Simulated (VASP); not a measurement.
WSe2:

```xyz
6
Lattice="3.2790 0.0000 0.0000 -1.6395 2.8397 0.0000 0.0000 0.0000 12.7886" Properties=species:S:1:pos:R:3 pbc="T T T"
W     0.0000    1.8931    3.1972
W     1.6395    0.9466    9.5915
Se    0.0000    1.8931    7.9071
Se    1.6395    0.9466    1.5128
Se    0.0000    1.8931   11.2758
Se    1.6395    0.9466    4.8815
```

| Item | Value |
| --- | --- |
| Program | VASP 6.6.1 |
| Task | relaxation of cell and atoms |
| Functional | PBE |
| Potentials or basis | VASP PAW PBE potentials, release 64 (W_sv, Se) |
| Cutoff | 600 eV |
| k mesh | 12 × 12 × 2 |
| Occupations | gaussian, width 0.02 eV |
| Spin | no spin polarisation |

At the start: pressure 4.3 GPa; volume 19.85 Å³/atom.

Where does the relaxation end?

Over 17 steps the energy falls by 29.0 meV/atom and the volume is 23.42 Å³/atom (+18.0 %); space group P6_3/mmc (No. 194, to 0.1 Å) before and after.

Step by step:
```
step  energy change (eV)  largest force (eV/Å)  pressure (GPa)  volume (Å³)
   1              0.0000                0.0404            4.30       119.08
   2              0.0679                1.1133           -5.71       128.49
   3             -0.0457                0.4374            0.03       122.62
   4             -0.0710                0.2656           -0.02       124.05
   5             -0.0803                0.0802           -0.03       125.57
   6             -0.1027                0.0597            0.07       126.57
   7             -0.1442                0.0079            0.55       129.51
   8             -0.1507                0.1991            2.33       135.18
   9             -0.1608                0.0683            1.48       136.83
  10             -0.1643                0.2357           -0.43       140.94
  11             -0.1664                0.1203            0.27       139.37
  12             -0.1691                0.0997            0.21       139.60
  13             -0.1737                0.0365            0.04       140.30
  14             -0.1741                0.0110           -0.03       140.58
  15             -0.1741                0.0131           -0.02       140.55
  16             -0.1741                0.0071            0.00       140.53
  17             -0.1741                0.0032            0.01       140.51
```

Final structure:
```
W Se
1.0
     3.32252    0.00000    0.00000
    -1.66126    2.87739    0.00000
     0.00000    0.00000   14.69757
W Se
2 4
Cartesian
  0.0000 1.9183 3.6744
  1.6613 0.9591 11.0232
  0.0000 1.9183 9.3430
  1.6613 0.9591 1.9942
  0.0000 1.9183 12.7034
  1.6613 0.9591 5.3546
```

Caveat: the volume moved by over 15 % at a fixed basis, so the end points are rough; this functional lacks dispersion, which binds the layers, so the pressure and a relaxed spacing across them are unreliable.
